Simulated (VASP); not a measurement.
The system is TaN.

```xyz
2
Lattice="2.5219 0.0000 0.0000 -1.2610 2.1840 0.0000 0.0000 0.0000 5.1169" Properties=species:S:1:pos:R:3 pbc="T T T"
Ta    0.0000    1.4560    4.4564
N     1.2610    0.7280    3.0030
```

The cell was generated, and may not be a known phase.

- Program: VASP 6.6.1
- Task: relaxation of cell and atoms
- Functional: PBE
- Potentials or basis: VASP PAW PBE potentials, release 64 (Ta_sv_GW, N)
- Cutoff: 700 eV
- k mesh: 6 × 6 × 4
- Occupations: gaussian, width 0.1 eV
- Spin: no spin polarisation

At the start: pressure 49.1 GPa; volume 14.09 Å³/atom.

Problem. Where does the relaxation end?

Solution. Over 19 steps the energy falls by 2364.6 meV/atom and the volume is 16.08 Å³/atom (+14.1 %); space group P3m1 (No. 156, to 0.1 Å) before, P-6m2 (No. 187, to 0.1 Å).

The path:
```
step  energy change (eV)  largest force (eV/Å)  pressure (GPa)  volume (Å³)
   1              0.0000                1.4239           49.05        28.18
   2             -1.6633                4.7056          -33.22        46.96
   3             -2.6872                4.4995          -18.64        38.59
   4             -4.1636                0.3103           -3.51        34.18
   5             -4.2380                0.3155           -1.24        33.42
   6             -4.4160                0.6984            2.36        31.78
   7             -4.1465                0.7763           11.54        27.99
   8             -4.4702                0.9671            2.83        30.74
   9             -4.3604                1.0540            8.05        28.89
  10             -4.4739                1.1238            4.72        30.00
  11             -4.4628                1.1052            5.48        29.77
  12             -4.6728                0.6302           -1.97        31.80
  13             -4.7010                0.3411           -5.17        32.72
  14             -4.5878                0.0746           16.67        30.78
  15             -4.7248                0.1809            0.51        32.15
  16             -4.7248                0.1783            0.62        32.13
  17             -4.7286                0.0674            0.14        32.20
  18             -4.7292                0.0011           -0.17        32.24
  19             -4.7293                0.0013            0.10        32.15
```

Final structure:
```
Ta N
1.0
     3.41707    0.00000    0.00000
    -1.70854    2.95927    0.00000
     0.00000    0.00000    3.17983
Ta N
1 1
Direct
  0.33333 0.66667 0.72885
  0.66667 0.33333 0.72895
```

Caveat: the k points lie up to 0.49 Å⁻¹ apart in the final cell, too coarse for converged energies and pressures of a metal; a cell axis changed by over 15 % at a fixed basis, so the end point is rough.
